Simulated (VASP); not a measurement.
Set up this calculation in VASP 6.6.1, as the native input.

```
Task                               : single point
Functional                         : HSE06
Potentials or basis                : VASP PAW PBE potentials, release 64 (Si)
Cutoff                             : 520 eV
k mesh                             : 4 × 4 × 4
Occupations                        : fermi-dirac, width 0.05 eV
Spin                               : no spin polarisation
Dipole correction                  : no
Grid for exact exchange (PRECFOCK) : Normal
Further INCAR settings             : ALGO = Normal; EDIFF = 1e-06; NBANDS = 11
Screening parameter                : 0.2079 1/Å
```

Crystal: Si.

```
Si
1.0
     0.00000    2.68864    2.68864
     2.68864    0.00000    2.68864
     2.68864    2.68864    0.00000
Si
2
Direct
  0.00000 0.00000 0.00000
  0.25000 0.25000 0.25000
```

These files were run (other wordings do the same):

POSCAR

```
Si
1.0
    0.0000000000      2.6886351108      2.6886351108
    2.6886351108      0.0000000000      2.6886351108
    2.6886351108      2.6886351108      0.0000000000
Si
2
Direct
    0.0000000000      0.0000000000      0.0000000000
    0.2500000000      0.2500000000      0.2500000000
```

INCAR.step1

```
SYSTEM = Si
PREC = Accurate
ENCUT = 520
EDIFF = 1E-5
ISMEAR = -1
SIGMA = 0.05
LREAL = .FALSE.
LASPH = .TRUE.
NELM = 60
ALGO = Normal
ISIF = 2
LWAVE = .TRUE.
LCHARG = .FALSE.
GGA = PE
NBANDS = 11
```

INCAR.step2

```
SYSTEM = Si
PREC = Accurate
ENCUT = 520
EDIFF = 1E-6
ISMEAR = -1
SIGMA = 0.05
LREAL = .FALSE.
LASPH = .TRUE.
NELM = 60
ALGO = Normal
ISIF = 2
LWAVE = .FALSE.
LCHARG = .FALSE.
GGA = PE
LHFCALC = .TRUE.
HFSCREEN = 0.2079
PRECFOCK = Normal
ISTART = 1
NBANDS = 11
```

KPOINTS

```
regular mesh
0
G
  4 4 4
  0 0 0
```

Potentials or basis: VASP PAW PBE potentials, release 64 (Si).

Launch:

```console
$ cat potpaw_PBE.64/Si/POTCAR > POTCAR
$ cp INCAR.step1 INCAR
$ mpirun -np 1 vasp_std > vasp.out
$ cp INCAR.step2 INCAR
$ mpirun -np 1 vasp_std > vasp.out
```

Results of the run:

* Pressure: 4.0 GPa
* Band gap on the k mesh: 1.27 eV, indirect (least direct gap 3.37 eV)

Caveat: the k points lie up to 0.51 Å⁻¹ apart; the PAW data sets were made with another functional, which shifts forces and pressure a little.

It took 42 s on 1 thread of Intel(R) Xeon(R) 6975P-C (Granite Rapids) (shared host), peak memory 0.25 GiB.
